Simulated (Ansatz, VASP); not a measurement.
# LiGeN in VASP and in Ansatz

```
CELL_PARAMETERS angstrom
2.98707 0.00000 0.00000
-1.49353 2.58688 0.00000
0.00000 0.00000 9.00699
ATOMIC_POSITIONS crystal
Li 0.66667 0.33333 0.74531
Li 0.33333 0.66667 0.24531
Ge 0.00000 0.00000 0.49627
Ge 0.00000 0.00000 0.99627
N 0.33333 0.66667 0.60306
N 0.66667 0.33333 0.10306
```

Change from the starting cell: uniaxial_z strain -3.7%.

Alike in both runs: task single point; functional r2SCAN; k mesh 12 × 12 × 4; no spin polarisation.

```csv
,VASP,Ansatz
version,VASP 6.6.1,Ansatz 0.2.0
potentials or method,"VASP PAW PBE potentials, release 64 (Li_sv, Ge_d, N)","plane waves, PAW"
plane-wave cutoff (eV),520,500
occupations,"gaussian, width 0.01 eV",fixed
valence electrons in the cell,44,44
```

Ansatz gave:

```
gap on the k mesh at the Fermi level (eV) : 1.67
rms of the force components (eV/Å)        : 0.000
```

Question: Estimate VASP's values.

Answer: gap on the k mesh at the Fermi level (eV): 1.69; rms of the force components (eV/Å): 0.041.

VASP's potentials were made for PBE, not for r2SCAN. Atom by atom the forces differ by 0.041 eV/Å (rms over components).

Noted on VASP's run: the cutoff is under 1.25 times that of the potentials, so the pressure is a little rough.
